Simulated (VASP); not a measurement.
# LaAl2SnRu2 (P4/mmm) in VASP: single point with r2SCAN

Aim: the single point of LaAl2SnRu2 with r2SCAN.

All numbers are computed with VASP 6.6.1; they aren't measurements. Logs are shortened: lines on timing, memory, paths and dates and some standing lists are left out, and cuts for length are marked.

## (1) The cell of the first run

The structure is tetragonal, space group P4/mmm (No. 123). Conventional cell: a = 4.550 Å, b = 4.550 Å, c = 6.118 Å, α = 90.00°, β = 90.00°, γ = 90.00°. Within 4.0 Å of La (site symmetry 4/mmm) lie 2 Sn at 3.06 Å and 8 Al at 3.55 Å and 8 Ru at 3.81 Å. Sn (site symmetry 4/mmm) has 4 Ru at 2.28 Å and 2 La at 3.06 Å within 3.1 Å. Within 3.6 Å of Al (site symmetry 4mm) lie 4 Ru at 2.75 Å and 2 Al at 3.01 to 3.10 Å and 4 La at 3.55 Å and 4 Sn at 3.57 Å. Ru (site symmetry mmm) has 2 Sn at 2.28 Å and 4 Al at 2.75 Å within 3.0 Å.

## (2) Single point, r2SCAN

Input file POSCAR:

```
LaAl2SnRu2
1.0
    4.5502420000      0.0000000000      0.0000000000
    0.0000000000      4.5502420000      0.0000000000
    0.0000000000      0.0000000000      6.1181060000
La Sn Al Ru
1 1 2 2
Direct
    0.0000000000      0.0000000000      0.5000000000
    0.0000000000      0.0000000000      0.0000000000
    0.5000000000      0.5000000000      0.2537000000
    0.5000000000      0.5000000000      0.7463000000
    0.0000000000      0.5000000000      0.0000000000
    0.5000000000      0.0000000000      0.0000000000
```

Input file INCAR.step1:

```
SYSTEM = LaAl2SnRu2
  PREC = Accurate
  ENCUT = 620
  ISMEAR = -1
  SIGMA = 0.1
  LREAL = .False.
  LASPH = .True.
  NELM = 200
  NBANDS = 40
  GGA = PE
  ALGO = Normal
  EDIFF = 1E-5
  LWAVE = .True.
  LCHARG = .False.
  GGA_COMPAT = .False.
  LMAXMIX = 6
```

Input file INCAR.step2:

```
SYSTEM = LaAl2SnRu2
  PREC = Accurate
  ENCUT = 620
  EDIFF = 1E-6
  ISMEAR = -1
  SIGMA = 0.1
  LREAL = .False.
  LASPH = .True.
  NELM = 200
  ALGO = Normal
  ISIF = 2
  LWAVE = .False.
  LCHARG = .False.
  METAGGA = R2SCAN
  LMIXTAU = .True.
  NBANDS = 40
  ISTART = 1
  GGA_COMPAT = .False.
  LMAXMIX = 6
```

Input file KPOINTS:

```
regular mesh
0
Gamma
  4 4 3
  0 0 0
```

Potentials or basis: VASP PAW PBE potentials, release 64 (La, Sn_d, Al, Ru_sv).

Launch:

```sh
> cat potpaw_PBE.64/La/POTCAR potpaw_PBE.64/Sn_d/POTCAR potpaw_PBE.64/Al/POTCAR potpaw_PBE.64/Ru_sv/POTCAR > POTCAR
> cp INCAR.step1 INCAR
> mpirun -np 1 vasp_std > vasp.out
> cp INCAR.step2 INCAR
> mpirun -np 1 vasp_std > vasp.out
```

OUTCAR:

```text
SYSTEM = LaAl2SnRu2
   PREC = Accurate
   ENCUT = 620
   EDIFF = 1E-6
   ISMEAR = -1
   LREAL = .False.
   LASPH = .True.
   NELM = 200
   ISIF = 2
   METAGGA = R2SCAN
   ISTART = 1

 ion  position               nearest neighbor table
   1  0.000  0.000  0.500-   2 3.06   2 3.06
   2  0.000  0.000  0.000-   5 2.28   6 2.28   5 2.28   6 2.28   1 3.06   1 3.06
   3  0.500  0.500  0.254-   5 2.75   6 2.75   6 2.75   5 2.75   4 3.01   4 3.10
   4  0.500  0.500  0.746-   5 2.75   6 2.75   6 2.75   5 2.75   3 3.01   3 3.10
   5  0.000  0.500  0.000-   2 2.28   2 2.28   4 2.75   3 2.75   3 2.75   4 2.75
   6  0.500  0.000  0.000-   2 2.28   2 2.28   4 2.75   3 2.75   4 2.75   3 2.75

  LATTYP: Found a simple tetragonal cell.
 ALAT       =     4.5502420000
 C/A-ratio  =     1.3445671681

  Lattice vectors:

 A1 = (   4.5502420000,   0.0000000000,   0.0000000000)
 A2 = (   0.0000000000,   4.5502420000,   0.0000000000)
 A3 = (   0.0000000000,   0.0000000000,   6.1181060000)

Analysis of symmetry for initial positions (statically):
=====================================================================
 Subroutine PRICEL returns:
 Original cell was already a primitive cell.

 Routine SETGRP: Setting up the symmetry group for a
 simple tetragonal supercell.

 Subroutine GETGRP returns: Found 16 space group operations
 (whereof 16 operations were pure point group operations)
 out of a pool of 16 trial point group operations.

The static configuration has the point symmetry D_4h.

Analysis of symmetry for dynamics (positions and initial velocities):
=====================================================================
 Subroutine PRICEL returns:
 Original cell was already a primitive cell.

 Routine SETGRP: Setting up the symmetry group for a
 simple tetragonal supercell.

 Subroutine GETGRP returns: Found 16 space group operations
 (whereof 16 operations were pure point group operations)
 out of a pool of 16 trial point group operations.

The dynamic configuration has the point symmetry D_4h.

 Subroutine INISYM returns: Found 16 space group operations
 (whereof 16 operations are pure point group operations),
 and found     1 'primitive' translations

----------------------------------------------------------------------------------------

                                     Primitive cell

  volume of cell :     126.6736

  direct lattice vectors                    reciprocal lattice vectors
     4.550242000  0.000000000  0.000000000     0.219768531  0.000000000  0.000000000
     0.000000000  4.550242000  0.000000000     0.000000000  0.219768531  0.000000000
     0.000000000  0.000000000  6.118106000     0.000000000  0.000000000  0.163449277

  length of vectors
     4.550242000  4.550242000  6.118106000     0.219768531  0.219768531  0.163449277

  position of ions in fractional coordinates (direct lattice)
     0.000000000  0.000000000  0.500000000
     0.000000000  0.000000000  0.000000000
     0.500000000  0.500000000  0.253700000
     0.500000000  0.500000000  0.746300000
     0.000000000  0.500000000  0.000000000
     0.500000000  0.000000000  0.000000000

  ion indices of the primitive-cell ions
   primitive index   ion index
                 1           1
                 2           2
                 3           3
                 4           4
                 5           5
                 6           6

----------------------------------------------------------------------------------------

 KPOINTS: regular mesh

Automatic generation of k-mesh.
 Grid dimensions read from file:
 generate k-points for:    4    4    3

 Generating k-lattice:

  Cartesian coordinates                     Fractional coordinates (reciprocal lattice)
     0.054942133  0.000000000  0.000000000     0.250000000  0.000000000  0.000000000
     0.000000000  0.054942133  0.000000000     0.000000000  0.250000000  0.000000000
     0.000000000  0.000000000  0.054483092     0.000000000  0.000000000  0.333333333

  Length of vectors
     0.054942133  0.054942133  0.054483092

  Shift w.r.t. Gamma in fractional coordinates (k-lattice)
     0.000000000  0.000000000  0.000000000

 Subroutine IBZKPT returns following result:
 ===========================================

 Found     12 irreducible k-points:

 Following reciprocal coordinates:
            Coordinates               Weight
  0.000000  0.000000  0.000000      1.000000
  0.250000  0.000000  0.000000      4.000000
  0.500000  0.000000  0.000000      2.000000
  0.250000  0.250000  0.000000      4.000000
  0.500000  0.250000  0.000000      4.000000
  0.500000  0.500000  0.000000      1.000000
  0.000000  0.000000  0.333333      2.000000
  0.250000  0.000000  0.333333      8.000000
  0.500000  0.000000  0.333333      4.000000
  0.250000  0.250000  0.333333      8.000000
  0.500000  0.250000  0.333333      8.000000
  0.500000  0.500000  0.333333      2.000000
   k-points           NKPTS =     12   k-points in BZ     NKDIM =     12   number of bands    NBANDS=     40
   number of dos      NEDOS =    301   number of ions     NIONS =      6
   total plane-waves  NPLWV =  80000
   dimension x,y,z NGX =    40 NGY =   40 NGZ =   50
   dimension x,y,z NGXF=    80 NGYF=   80 NGZF=  100
   ions per type =               1   1   2   2
   NGX,Y,Z   is equivalent  to a cutoff of  14.61, 14.61, 13.59 a.u.
   NGXF,Y,Z  is equivalent  to a cutoff of  29.23, 29.23, 27.17 a.u.
 SYSTEM =  LaAl2SnRu2
   PREC   = accura    normal or accurate (medium, high low for compatibility)
   ISTART =      1    job   : 0-new  1-cont  2-samecut
   ICHARG =      0    charge: 1-file 2-atom 10-const
   ISPIN  =      1    spin polarized calculation?
   LNONCOLLINEAR =      F non collinear calculations
   LSORBIT =      F    spin-orbit coupling
   LASPH  =      T    aspherical Exc in radial PAW
   ENCUT  =  620.0 eV  45.57 Ry    6.75 a.u.   9.24  9.24 12.42*2*pi/ulx,y,z
   NELM   =    200;   NELMIN=  2; NELMDL=  0     # of ELM steps
   EDIFF  = 0.1E-05   stopping-criterion for ELM
   LREAL  =      F    real-space projection
   EDIFFG = 0.1E-04   stopping-criterion for IOM
   NSW    =      0    number of steps for IOM
   IBRION =     -1    ionic relax: 0-MD 1-quasi-New 2-CG
   NFREE  =      0    steps in history (QN), initial steepest desc. (CG)
   ISIF   =      2    stress and relaxation
   ISYM   =      2    0-nonsym 1-usesym 2-fastsym
   POTIM  = 0.5000    time-step for ionic-motion
   TEBEG  =    0.0;   TEEND  =   0.0 temperature during run
   PSTRESS=    0.0 pullay stress
   NELECT =      63.0000    total number of electrons
   NUPDOWN=      -1.0000    fix difference up-down
   EMIN   =  10.00;   EMAX   =-10.00  energy-range for DOS
   EFERMI =   0.00;   METHOD = LEGACY
   ISMEAR =    -1;   SIGMA  =   0.10  broadening in eV -4-tet -1-fermi 0-gaus
   EFERMI_NEDOS =   21; number of points for ismear=-14 and -15
   IALGO  =     38    algorithm
   IMIX   =      4    mixing-type and parameters
     AMIX     =   0.40;   BMIX     =  1.00
     AMIX_MAG =   1.60;   BMIX_MAG =  1.00
  volume/ion in A,a.u.               =      21.11       142.47
  Fermi-wavevector in a.u.,A,eV,Ry     =   1.297059  2.451086 22.889920  1.682362
  Thomas-Fermi vector in A             =   2.428476
   LORBIT       =      0    0 simple, 1 ext, 2 COOP (PROOUT), +10 PAW based schemes
   METAGGA = R2SCAN    functional components
   LHFCALC =     F    Hartree Fock is set to
   AEXX    =    0.0000 exact exchange contribution
   IVDW    =     0    specifies the selected vdW correction
   LEPSILON=     F    determine dielectric tensor
   LRPA    =     F    only Hartree local field effects (RPA)
 non-spin polarized calculation
  energy-cutoff  :      620.00
  volume of cell :      126.67
 maximum number of plane-waves:      4460
 NGX is ok and might be reduce to    40
   NGX = 19   NGY = 19   NGZ = 25

 number of electron      63.0000003 magnetization

 Free energy of the ion-electron system (eV)
  ---------------------------------------------------
  ext. energy  EPLUGINS =         0.00000000
  ---------------------------------------------------
  free energy    TOTEN  =      -117.59140191 eV

  energy without entropy =     -117.47360705  energy(sigma->0) =     -117.53250448

 E-fermi :   9.0937     XC(G=0): -11.5643

 val. band max:        9.0883042267   @ k =   0.2500   0.0000   0.3333
 cond. band min:       9.1688501665   @ k =   0.2500   0.2500   0.3333
 fundamental gap:      0.0805459398
 Fermi energy:         9.0936539907

 k-point     1 :       0.0000    0.0000    0.0000
  band No.  band energies     occupation
      1     -65.3782      2.00000
      2     -65.3645      2.00000
      3     -35.1585      2.00000
      4     -35.1585      2.00000
      5     -34.6137      2.00000
      6     -34.6137      2.00000
[... 32 lines left out ...]
     39      11.1924      0.00000
     40      11.1924      0.00000

 k-point     2 :       0.2500    0.0000    0.0000
  band No.  band energies     occupation
      1     -65.3757      2.00000
      2     -65.3659      2.00000
      3     -35.1829      2.00000
      4     -35.1563      2.00000
      5     -34.6169      2.00000
      6     -34.6169      2.00000
[... 32 lines left out ...]
     39      11.1636      0.00000
     40      11.2326      0.00000

 k-point     3 :       0.5000    0.0000    0.0000
  band No.  band energies     occupation
      1     -65.3714      2.00000
      2     -65.3691      2.00000
      3     -35.2075      2.00000
      4     -35.1540      2.00000
      5     -34.6202      2.00000
      6     -34.6199      2.00000
[... 337 lines left out ...]
  band No.  band energies     occupation
      1     -65.3702      2.00000
      2     -65.3691      2.00000
      3     -35.2342      2.00000
      4     -35.1538      2.00000
      5     -34.6637      2.00000
      6     -34.5778      2.00000
[... 32 lines left out ...]
     39      11.0329      0.00000
     40      11.0882      0.00000

 k-point    12 :       0.5000    0.5000    0.3333
  band No.  band energies     occupation
      1     -65.3691      2.00000
      2     -65.3691      2.00000
      3     -35.2607      2.00000
      4     -35.1537      2.00000
      5     -34.6821      2.00000
      6     -34.5607      2.00000
[... 32 lines left out ...]
     39      11.0606      0.00000
     40      11.0625      0.00000

------------------------ aborting loop because EDIFF is reached ----------------------------------------

  FORCE on cell =-STRESS in cart. coord.  units (eV):
  Direction    XX          YY          ZZ          XY          YZ          ZX
  --------------------------------------------------------------------------------------
  -------------------------------------------------------------------------------------
  Total       14.1406456     14.1406456     -2.5455545      0.0000000      0.0000000      0.0000000
  in kB      178.8520128    178.8520128    -32.1963757      0.0000000      0.0000000      0.0000000
  external PRESSURE =     108.5025500 kB  Pullay stress =       0.0000000 kB

 VOLUME and BASIS-vectors are now :
 -----------------------------------------------------------------------------
  energy-cutoff  :      620.00
  volume of cell :      126.67
      direct lattice vectors                 reciprocal lattice vectors
     4.550242000  0.000000000  0.000000000     0.219768531  0.000000000  0.000000000
     0.000000000  4.550242000  0.000000000     0.000000000  0.219768531  0.000000000
     0.000000000  0.000000000  6.118106000     0.000000000  0.000000000  0.163449277

 POSITION                                       TOTAL-FORCE (eV/Angst)
 -----------------------------------------------------------------------------------
      0.00000      0.00000      3.05905        -0.000000     -0.000000      0.000000
      0.00000      0.00000      0.00000        -0.000000     -0.000000      0.000000
      2.27512      2.27512      1.55216         0.000000      0.000000     -0.643856
      2.27512      2.27512      4.56594        -0.000000      0.000000      0.643856
      0.00000      2.27512      0.00000        -0.000000     -0.000000      0.000000
      2.27512      0.00000      0.00000        -0.000000     -0.000000      0.000000
 -----------------------------------------------------------------------------------
    total drift:                                0.000000     -0.000000     -0.000000

  FREE ENERGIE OF THE ION-ELECTRON SYSTEM (eV)
  ---------------------------------------------------
  free  energy   TOTEN  =      -117.5914019077 eV

  energy  without entropy=     -117.4736070518  energy(sigma->0) =     -117.53250448
```

Wall time 5.1 min (1 thread of Intel Xeon Platinum 8259CL at 2.50GHz (Skylake/Cascade Lake), shared host); peak memory 0.36 GiB.

What came out:

* Free energy: -117.5914 eV
* Pressure: 10.9 GPa
* Largest force: 0.644 eV/Å
* Band gap on the k mesh: zero (an odd number of electrons rules out a gap without spin polarisation)

Forces in eV/Å, atoms in the order of the input:
```
La   0.000  0.000  0.000
Sn   0.000  0.000  0.000
Al   0.000  0.000 -0.644
Al   0.000  0.000  0.644
Ru   0.000  0.000  0.000
Ru   0.000  0.000  0.000
```

Levels at points of the mesh, in eV from the Fermi level:
| k point | band 29 | band 30 | band 31 | band 32 | band 33 | band 34 | band 35 | band 36 |
| --- | --- | --- | --- | --- | --- | --- | --- | --- |
| (0.00, 0.00, 0.00) | -1.28 | -1.15 | -0.88 | -0.04 | 0.75 | 1.17 | 1.56 | 1.56 |
| (0.50, 0.00, 0.00) | -1.74 | -0.90 | -0.30 | 0.11 | 0.39 | 0.53 | 1.56 | 1.68 |
| (0.50, 0.50, 0.00) | -1.40 | -1.32 | -1.32 | -0.90 | 0.39 | 0.39 | 1.59 | 1.74 |

Caveat: the stress differs along the axes, from -3 to 18 GPa; the PAW data sets were made with another functional, which shifts forces and pressure a little; spin-orbit coupling is left out, which moves the levels of the heavy elements.

The gap in the log of VASP goes by the Fermi energy; the results here count the filled bands.